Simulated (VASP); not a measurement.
BaTiO3, 5 atoms in the cell. It takes space group P4mm (No. 99, tetragonal). The conventional cell has a = 4.045 Å, b = 4.045 Å, c = 4.263 Å, α = 90.00°, β = 90.00°, γ = 90.00°. Within 3.7 Å of Ba (site symmetry 4mm) lie 12 O at 2.82 to 3.06 Å and 8 Ti at 3.53 to 3.61 Å. Ti (site symmetry 4mm) has 6 O at 1.80 to 2.47 Å within 2.5 Å. O (site symmetry 2mm) has 2 Ti at 2.03 Å within 2.7 Å. Within 2.5 Å of O (site symmetry 4mm) lie 2 Ti at 1.80 to 2.47 Å.  This cell differs from its parent crystal: equal strain along all axes, cell held: +1.5 %, then relaxed in part.

| Property | Result |
| --- | --- |
| Program | VASP 6.6.1 |
| Task | single point |
| Functional | PBE |
| Potentials or basis | VASP PAW PBE potentials, release 64 (Ba_sv, Ti_sv, O_h) |
| Cutoff | 1340 eV |
| k mesh | 8 × 8 × 6 |
| Occupations | gaussian, width 0.02 eV |
| Spin | no spin polarisation |
| Dipole correction | no |
| Further INCAR settings | ALGO = Normal; EDIFF = 1e-06; NBANDS = 28 |

Potentials or basis: VASP PAW PBE potentials, release 64 (Ba_sv, Ti_sv, O_h).

Launch:

```sh
$ cat potpaw_PBE.64/Ba_sv/POTCAR potpaw_PBE.64/Ti_sv/POTCAR potpaw_PBE.64/O_h/POTCAR > POTCAR
$ mpirun -np 1 vasp_std > vasp.out
```

Hardware: 1 thread of AMD EPYC 7R43 64-Core Processor (Zen 3), with other jobs on the host.

**Question.** How long does it take, and how much memory?

**Answer.** Wall time 7 min on 1 thread of AMD EPYC 7R43 64-Core Processor (Zen 3), on a shared host, peak memory 0.63 GiB. Counts: scf iterations 17, k points 60.
